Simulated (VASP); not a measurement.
# AlFe (Pm-3m) in VASP: notebook

The runs below take AlFe through relaxation of cell and atoms, single point, with LDA.

All numbers are computed with VASP 6.6.1; they aren't measurements. Logs are shortened: lines on timing, memory, paths and dates and some standing lists are left out, and cuts for length are marked.

### 1 The cell of the first run

It takes space group Pm-3m (No. 221, cubic). The conventional cell has a = 2.910 Å, b = 2.910 Å, c = 2.910 Å, α = 90.00°, β = 90.00°, γ = 90.00°. Fe (site symmetry m-3m) has 8 Al at 2.52 Å and 6 Fe at 2.91 Å within 3.3 Å. Al (site symmetry m-3m) has 8 Fe at 2.52 Å and 6 Al at 2.91 Å within 3.3 Å.

### 2 Relaxation of cell and atoms, LDA, collinear spin, ferromagnetic start

INCAR

```
ALGO = Normal
EDIFF = 1E-7
EDIFFG = -0.01
ENCUT = 600
IBRION = 2
ISIF = 3
ISMEAR = -1
ISPIN = 2
LASPH = True
LCHARG = False
LMAXMIX = 4
LORBIT = 11
LREAL = False
LWAVE = False
MAGMOM = 3 0
NELM = 150
NSW = 60
PREC = Accurate
SIGMA = 0.05
```

KPOINTS

```
k-points
0
Gamma
  9 9 9
```

POSCAR

```
AlFe
1.0
    2.9100000000      0.0000000000      0.0000000000
    0.0000000000      2.9100000000      0.0000000000
    0.0000000000      0.0000000000      2.9100000000
Fe Al
1 1
Direct
    0.5000000000      0.5000000000      0.5000000000
    0.0000000000      0.0000000000      0.0000000000
```

Potentials or basis: VASP PAW LDA potentials, release 64 (Fe, Al).

The run is started by

```
cat potpaw_LDA.64/Fe/POTCAR potpaw_LDA.64/Al/POTCAR > POTCAR
mpirun -np 1 vasp_std > vasp.out
```

OUTCAR:

```text
EDIFF = 1E-7
   EDIFFG = -0.01
   ENCUT = 600
   IBRION = 2
   ISIF = 3
   ISMEAR = -1
   ISPIN = 2
   LASPH = True
   LORBIT = 11
   LREAL = False
   NELM = 150
   NSW = 60
   PREC = Accurate

 ion  position               nearest neighbor table
   1  0.500  0.500  0.500-   2 2.52   2 2.52   2 2.52   2 2.52   2 2.52   2 2.52   2 2.52   2 2.52

   2  0.000  0.000  0.000-   1 2.52   1 2.52   1 2.52   1 2.52   1 2.52   1 2.52   1 2.52   1 2.52

  LATTYP: Found a simple cubic cell.
 ALAT       =     2.9100000000

  Lattice vectors:

 A1 = (   2.9100000000,   0.0000000000,   0.0000000000)
 A2 = (   0.0000000000,   2.9100000000,   0.0000000000)
 A3 = (   0.0000000000,   0.0000000000,   2.9100000000)

Analysis of symmetry for initial positions (statically):
=====================================================================
 Subroutine PRICEL returns:
 Original cell was already a primitive cell.

 Routine SETGRP: Setting up the symmetry group for a
 simple cubic supercell.

 Subroutine GETGRP returns: Found 48 space group operations
 (whereof 48 operations were pure point group operations)
 out of a pool of 48 trial point group operations.

The static configuration has the point symmetry O_h .

Analysis of symmetry for dynamics (positions and initial velocities):
=====================================================================
 Subroutine PRICEL returns:
 Original cell was already a primitive cell.

 Routine SETGRP: Setting up the symmetry group for a
 simple cubic supercell.

 Subroutine GETGRP returns: Found 48 space group operations
 (whereof 48 operations were pure point group operations)
 out of a pool of 48 trial point group operations.

The dynamic configuration has the point symmetry O_h .

Analysis of structural, dynamic, and magnetic symmetry:
=====================================================================
 Subroutine PRICEL returns:
 Original cell was already a primitive cell.

 Routine SETGRP: Setting up the symmetry group for a
 simple cubic supercell.

 Subroutine GETGRP returns: Found 48 space group operations
 (whereof 48 operations were pure point group operations)
 out of a pool of 48 trial point group operations.

The overall configuration has the point symmetry O_h .

 Subroutine INISYM returns: Found 48 space group operations
 (whereof 48 operations are pure point group operations),
 and found     1 'primitive' translations

----------------------------------------------------------------------------------------

                                     Primitive cell

  volume of cell :      24.6422
[... 117 lines left out ...]
   IVDW    =     0    specifies the selected vdW correction
   LEPSILON=     F    determine dielectric tensor
   LRPA    =     F    only Hartree local field effects (RPA)
 conjugate gradient relaxation of ions
 spin polarized calculation
  energy-cutoff  :      600.00
  volume of cell :       24.64
 maximum number of plane-waves:       843
 NGX is ok and might be reduce to    24
   NGX = 11   NGY = 11   NGZ = 11

--------------------------------------- Ionic step        1  -------------------------------------------

 number of electron      10.9999994 magnetization       0.5802484

 Free energy of the ion-electron system (eV)
  ---------------------------------------------------
  ext. energy  EPLUGINS =         0.00000000
  ---------------------------------------------------
  free energy    TOTEN  =       -14.20760242 eV

  energy without entropy =      -14.18781763  energy(sigma->0) =      -14.19771003

------------------------ aborting loop because EDIFF is reached ----------------------------------------

  FORCE on cell =-STRESS in cart. coord.  units (eV):
  Direction    XX          YY          ZZ          XY          YZ          ZX
  --------------------------------------------------------------------------------------
  -------------------------------------------------------------------------------------
  Total       -2.5088667     -2.5088667     -2.5088667     -0.0000000      0.0000000     -0.0000000
  in kB     -163.1207494   -163.1207494   -163.1207494     -0.0000000      0.0000000     -0.0000000
  external PRESSURE =    -163.1207494 kB  Pullay stress =       0.0000000 kB
[... 95 lines left out ...]
--------------------------------------- Ionic step        4  -------------------------------------------

 number of electron      11.0000006 magnetization      -0.0001210

 Free energy of the ion-electron system (eV)
  ---------------------------------------------------
  ext. energy  EPLUGINS =         0.00000000
  ---------------------------------------------------
  free energy    TOTEN  =       -14.33740632 eV

  energy without entropy =      -14.32008512  energy(sigma->0) =      -14.32874572

 E-fermi :   8.3609     XC(G=0): -12.6880

 val. band max:        8.3135564138   @ k =   0.2222   0.1111   0.1111
 cond. band min:       8.3742510164   @ k =   0.3333   0.1111   0.1111
 fundamental gap:      0.0606946026
 Fermi energy:         8.3608951755

 spin component 1

 k-point     1 :       0.0000    0.0000    0.0000
  band No.  band energies     occupation
      1      -2.2151      1.00000
      2       5.9071      1.00000
      3       5.9071      1.00000
      4       8.5531      0.02097
      5       8.5531      0.02097
      6       8.5531      0.02097
      7      15.2430      0.00000
      8      15.2430      0.00000
      9      15.2430      0.00000
     10      18.2699      0.00000
     11      18.2699      0.00000
[... 310 lines left out ...]
  band No.  band energies     occupation
      1       2.9325      1.00000
      2       4.7079      1.00000
      3       6.2865      1.00000
      4       7.0107      1.00000
      5       7.9196      0.99985
      6       8.0465      0.99815
      7       9.7427      0.00000
      8      13.3757      0.00000
      9      14.7436      0.00000
     10      19.0647      0.00000
     11      21.2966      0.00000

 [... further k-points ...]

 spin component 2

 k-point     1 :       0.0000    0.0000    0.0000
  band No.  band energies     occupation
      1      -2.2151      1.00000
      2       5.9070      1.00000
      3       5.9070      1.00000
      4       8.5529      0.02103
      5       8.5529      0.02103
      6       8.5529      0.02103
      7      15.2430      0.00000
      8      15.2430      0.00000
      9      15.2430      0.00000
     10      18.2699      0.00000
     11      18.2699      0.00000
[... 351 lines left out ...]
  FREE ENERGIE OF THE ION-ELECTRON SYSTEM (eV)
  ---------------------------------------------------
  free  energy   TOTEN  =       -14.3374063231 eV

  energy  without entropy=      -14.3200851169  energy(sigma->0) =      -14.32874572

 reached required accuracy - stopping structural energy minimisation

 total charge

# of ion       s       p       d       tot
------------------------------------------
    1        0.460   0.546   6.581   7.586
    2        0.414   0.471   0.000   0.885
--------------------------------------------------
tot          0.874   1.017   6.581   8.472

 magnetization (x)

# of ion       s       p       d       tot
------------------------------------------
    1        0.000   0.000  -0.000  -0.000
    2        0.000   0.000   0.000   0.000
--------------------------------------------------
tot          0.000   0.000  -0.000  -0.000
```

OSZICAR:

```text
N       E                     dE             d eps       ncg     rms          rms(c)
DAV:   1     0.336980474706E+02    0.33698E+02   -0.52842E+03  1556   0.116E+03
DAV:   2    -0.141484475802E+02   -0.47846E+02   -0.44424E+02  1558   0.182E+02
DAV:   3    -0.155613388913E+02   -0.14129E+01   -0.13760E+01  1907   0.396E+01
[... 41 lines left out ...]
DAV:   1    -0.143382432143E+02   -0.95337E-03   -0.13999E-02  1684   0.223E+00    0.265E-01
DAV:   2    -0.143387655140E+02   -0.52230E-03   -0.23965E-02  1816   0.241E+00    0.293E-01
DAV:   3    -0.143374241425E+02    0.13414E-02   -0.84783E-03  1804   0.145E+00    0.330E-02
DAV:   4    -0.143374063410E+02    0.17802E-04   -0.51555E-05  1591   0.666E-02    0.485E-03
DAV:   5    -0.143374062850E+02    0.55976E-07   -0.16109E-06  2312   0.155E-02    0.178E-03
DAV:   6    -0.143374063231E+02   -0.38161E-07   -0.77709E-08   968   0.482E-03
   4 F= -.14337406E+02 E0= -.14328746E+02  d E =-.129804E+00  mag=    -0.0001
```

CONTCAR:

```text
AlFe
   1.00000000000000
     2.8129154134573295    0.0000000000000000   -0.0000000000000000
    -0.0000000000000000    2.8129154134573295   -0.0000000000000000
     0.0000000000000000    0.0000000000000000    2.8129154134573295
  Fe              Al
     1     1
Direct
     0.5000000000000000    0.5000000000000000    0.5000000000000000
     0.0000000000000000    0.0000000000000000    0.0000000000000000

  0.00000000E+00  0.00000000E+00  0.00000000E+00
  0.00000000E+00  0.00000000E+00  0.00000000E+00
```

Run time: 73 s. Hardware: 1 thread of Intel Xeon 8259CL, shared host; peak memory 0.15 GiB.

Results:

```yaml
Free_energy: -14.3374 eV
Relaxed_volume: 11.13 Å³/atom
Relaxed_cell: a = 2.813 Å, b = 2.813 Å, c = 2.813 Å, α = 90.00°, β = 90.00°, γ = 90.00°
Space_group_after_relaxing_to_0.1_Å: Pm-3m (No. 221)
Energy_gained_by_relaxing: 64.9 meV/atom
Ionic_steps: 4
Pressure_after_relaxing: -0.1 GPa
Net_moment: 0.00 μB per cell
Valence_electrons_inside_the_program's_atomic_spheres: Fe 7.59; Al 0.89
```

The path:
| step | energy change (eV) | largest force (eV/Å) | pressure (GPa) | volume (Å³) |
| --- | --- | --- | --- | --- |
| 1 | 0.0000 | 0.0000 | -16.31 | 24.64 |
| 2 | -0.0178 | 0.0000 | 21.27 | 20.43 |
| 3 | -0.1297 | 0.0000 | -0.59 | 22.31 |
| 4 | -0.1298 | 0.0000 | -0.07 | 22.26 |

Final structure:
```cif
data_structure
_symmetry_space_group_name_H-M 'P 1'
_symmetry_Int_Tables_number 1
_cell_length_a 2.8129
_cell_length_b 2.8129
_cell_length_c 2.8129
_cell_angle_alpha 90.000
_cell_angle_beta 90.000
_cell_angle_gamma 90.000
_cell_volume 22.26
loop_
_atom_site_label
_atom_site_type_symbol
_atom_site_fract_x
_atom_site_fract_y
_atom_site_fract_z
_atom_site_occupancy
Fe1 Fe 0.50000 0.50000 0.50000 1
Al1 Al 0.00000 0.00000 0.00000 1
```

### 3 Single point, LDA, collinear spin, ferromagnetic start (11.58 Å³/atom)

This run uses another cell than the first one, of 11.58 Å³/atom.

INCAR

```
SYSTEM = AlFe
PREC = Accurate
ENCUT = 520
EDIFF = 1E-6
ISMEAR = -1
SIGMA = 0.05
LREAL = .False.
LASPH = .True.
NELM = 150
ALGO = Normal
ISIF = 2
LWAVE = .False.
LCHARG = .False.
ISPIN = 2
MAGMOM = 3 0
LORBIT = 11
LMAXMIX = 4
NBANDS = 16
```

KPOINTS

```
regular mesh
0
Gamma
  9 9 9
  0 0 0
```

POSCAR

```
AlFe
1.0
    2.8505955764      0.0000000000      0.0000000000
    0.0000000000      2.8505955764      0.0000000000
    0.0000000000      0.0000000000      2.8505955764
Fe Al
1 1
Direct
    0.5000000000      0.5000000000      0.5000000000
    0.0000000000      0.0000000000      0.0000000000
```

Potentials or basis: VASP PAW LDA potentials, release 64 (Fe, Al).

The run is started by

```
cat potpaw_LDA.64/Fe/POTCAR potpaw_LDA.64/Al/POTCAR > POTCAR
mpirun -np 1 vasp_std > vasp.out
```

It took 29 s on 1 thread of Intel Xeon 8259CL, shared host; peak memory 0.15 GiB.

The run converged. Its results:

```yaml
Free_energy: -14.3180 eV
Pressure: -7.0 GPa
Net_moment: 0.47 μB per cell
Site_moments: Fe +0.50; Al -0.01 μB
Valence_electrons_inside_the_program's_atomic_spheres: Fe 7.50; Al 0.86
```

Levels at points of the mesh, in eV from the Fermi level:
Spin up:
```
           k point  band 4  band 5  band 6  band 7  band 8  band 9
(0.00, 0.00, 0.00)   -0.10   -0.10   -0.10    6.56    6.56    6.56
```
Spin down:
```
           k point  band 1  band 2  band 3  band 4  band 5  band 6  band 7  band 8  band 9  band 10
(0.00, 0.00, 0.00)  -10.39   -2.23   -2.23    0.40    0.40    0.40    6.59    6.59    6.59     9.69
```

Caveat: the cell stands under tension.

### 4 Single point, LDA, collinear spin, ferromagnetic start (11.83 Å³/atom)

This run uses another cell than the first one, of 11.83 Å³/atom.

INCAR

```
SYSTEM = AlFe
ALGO = Normal ; EDIFF = 1E-7
ENCUT = 520 ; GGA = CA
ISIF = 2 ; ISMEAR = -1
ISPIN = 2 ; LASPH = .True.
LCHARG = .False. ; LMAXMIX = 4
LORBIT = 11 ; LREAL = .False.
LWAVE = .False. ; MAGMOM = 3 0
NBANDS = 16 ; NELM = 150
PREC = Accurate ; SIGMA = 0.05
```

KPOINTS

```
k-points
0
Gamma
  9 9 9
  0 0 0
```

POSCAR

```
AlFe
1.0
    2.8706708545      0.0000000000      0.0000000000
    0.0000000000      2.8706708545      0.0000000000
    0.0000000000      0.0000000000      2.8706708545
Fe Al
1 1
Direct
    0.5000000000      0.5000000000      0.5000000000
    0.0000000000      0.0000000000      0.0000000000
```

The run is started by

```
cat potpaw_LDA.64/Fe/POTCAR potpaw_LDA.64/Al/POTCAR > POTCAR
mpirun -np 1 vasp_std > vasp.out
```

Wall time 32 s (1 thread of Intel Xeon 8259CL, shared host); peak memory 0.14 GiB.

It converged, with:

- Free energy: -14.2909 eV
- Pressure: -10.5 GPa
- Net moment: 0.52 μB per cell
- Site moments: Fe +0.54; Al -0.01 μB
- Valence electrons inside the program's atomic spheres: Fe 7.45; Al 0.85

Levels at points of the mesh, in eV from the Fermi level:
Spin up:
```csv
k point,band 2,band 3,band 4,band 5,band 6,band 7,band 8,band 9,band 10,band 11
"(0.00, 0.00, 0.00)",-2.42,-2.42,-0.14,-0.14,-0.14,6.42,6.42,6.42,9.48,9.48
```
Spin down:
```csv
k point,band 3,band 4,band 5,band 6,band 7,band 8
"(0.00, 0.00, 0.00)",-2.15,0.40,0.40,0.40,6.46,6.46
```

Caveat: the cell stands under tension.

### 5 Single point, LDA, collinear spin, ferromagnetic start (12.07 Å³/atom)

This run uses another cell than the first one, of 12.07 Å³/atom.

INCAR

```
SYSTEM = AlFe
ALGO = Fast
EDIFF = 1E-6
ENCUT = 520
GGA = CA
ISIF = 2
ISMEAR = -1
ISPIN = 2
LASPH = .True.
LCHARG = .False.
LMAXMIX = 4
LORBIT = 11
LREAL = .False.
LWAVE = .False.
MAGMOM = 3 0
NBANDS = 16
NELM = 150
PREC = Accurate
SIGMA = 0.05
```

KPOINTS is that of step 4.

POSCAR

```
AlFe
1.0
    2.8904692102      0.0000000000      0.0000000000
    0.0000000000      2.8904692102      0.0000000000
    0.0000000000      0.0000000000      2.8904692102
Fe Al
1 1
Direct
    0.5000000000      0.5000000000      0.5000000000
    0.0000000000      0.0000000000      0.0000000000
```

The run is started by

```
cat potpaw_LDA.64/Fe/POTCAR potpaw_LDA.64/Al/POTCAR > POTCAR
mpirun -np 1 vasp_std > vasp.out
```

It took 34 s on 1 thread of Intel Xeon 8259CL, shared host; peak memory 0.14 GiB.

It converged, with:

| Item | Value |
| --- | --- |
| Free energy | -14.2538 eV |
| Pressure | -13.7 GPa |
| Net moment | 0.55 μB per cell |
| Site moments | Fe +0.58; Al -0.02 μB |
| Valence electrons inside the program's atomic spheres | Fe 7.41; Al 0.84 |

Levels at points of the mesh, in eV from the Fermi level:
Spin up:
| k point | band 4 | band 5 | band 6 | band 7 | band 8 | band 9 |
| --- | --- | --- | --- | --- | --- | --- |
| (0.00, 0.00, 0.00) | -0.18 | -0.18 | -0.18 | 6.29 | 6.29 | 6.29 |
Spin down:
```
           k point  band 1  band 2  band 3  band 4  band 5  band 6  band 7  band 8  band 9  band 10
(0.00, 0.00, 0.00)  -10.18   -2.09   -2.09    0.40    0.40    0.40    6.32    6.32    6.32     9.46
```

Caveat: the cell stands under tension.

### 6 Single point, LDA, collinear spin, ferromagnetic start (12.57 Å³/atom)

This run uses another cell than the first one, of 12.57 Å³/atom.

INCAR

```
PREC = Accurate
ENCUT = 520
EDIFF = 1E-6
ISMEAR = -1
SIGMA = 0.05
LREAL = F
LASPH = T
NELM = 150
ALGO = Fast
ISIF = 2
LWAVE = F
LCHARG = F
ISPIN = 2
MAGMOM = 3 0
LORBIT = 11
LMAXMIX = 4
NBANDS = 16
```

KPOINTS

```
Automatic mesh
0
Gamma
  9 9 9
```

POSCAR

```
AlFe
1.0
    2.9292720848      0.0000000000      0.0000000000
    0.0000000000      2.9292720848      0.0000000000
    0.0000000000      0.0000000000      2.9292720848
Fe Al
1 1
Direct
    0.5000000000      0.5000000000      0.5000000000
    0.0000000000      0.0000000000      0.0000000000
```

Potentials or basis: VASP PAW LDA potentials, release 64 (Fe, Al).

The run is started by

```
cat potpaw_LDA.64/Fe/POTCAR potpaw_LDA.64/Al/POTCAR > POTCAR
mpirun -np 1 vasp_std > vasp.out
```

It took 35 s on 1 thread of Intel Xeon 8259CL, shared host; peak memory 0.14 GiB.

It converged, with:

| Property | Result |
| --- | --- |
| Free energy | -14.1539 eV |
| Pressure | -18.8 GPa |
| Net moment | 0.60 μB per cell |
| Site moments | Fe +0.64; Al -0.02 μB |
| Valence electrons inside the program's atomic spheres | Fe 7.33; Al 0.81 |

Levels at points of the mesh, in eV from the Fermi level:
Spin up:
| k point | band 3 | band 4 | band 5 | band 6 | band 7 | band 8 | band 9 | band 10 |
| --- | --- | --- | --- | --- | --- | --- | --- | --- |
| (0.00, 0.00, 0.00) | -2.29 | -0.24 | -0.24 | -0.24 | 6.04 | 6.04 | 6.04 | 9.13 |
Spin down:
| k point | band 1 | band 2 | band 3 | band 4 | band 5 | band 6 | band 7 | band 8 | band 9 | band 10 |
| --- | --- | --- | --- | --- | --- | --- | --- | --- | --- | --- |
| (0.00, 0.00, 0.00) | -9.98 | -1.96 | -1.96 | 0.39 | 0.39 | 0.39 | 6.07 | 6.07 | 6.07 | 9.24 |

Caveat: the cell stands under tension.

### 7 The runs side by side

```csv
cell,gap on the mesh (eV),pressure (GPa),moment (μB)
"a = 2.851 Å, 2 atoms",none,-7.0,0.47
"a = 2.871 Å, 2 atoms",none,-10.5,0.52
"a = 2.890 Å, 2 atoms",none,-13.7,0.55
"a = 2.929 Å, 2 atoms",none,-18.8,0.60
```

Alike in all rows: task single point; level LDA; potentials or basis VASP PAW LDA potentials, release 64 (Fe, Al); spin collinear, ferromagnetic start; k mesh 9 × 9 × 9; cutoff (eV) 520; smearing fermi-dirac 0.05 eV.

Caveats: the cell stands under tension.

Absolute energies hang on the potentials; compare differences alone.
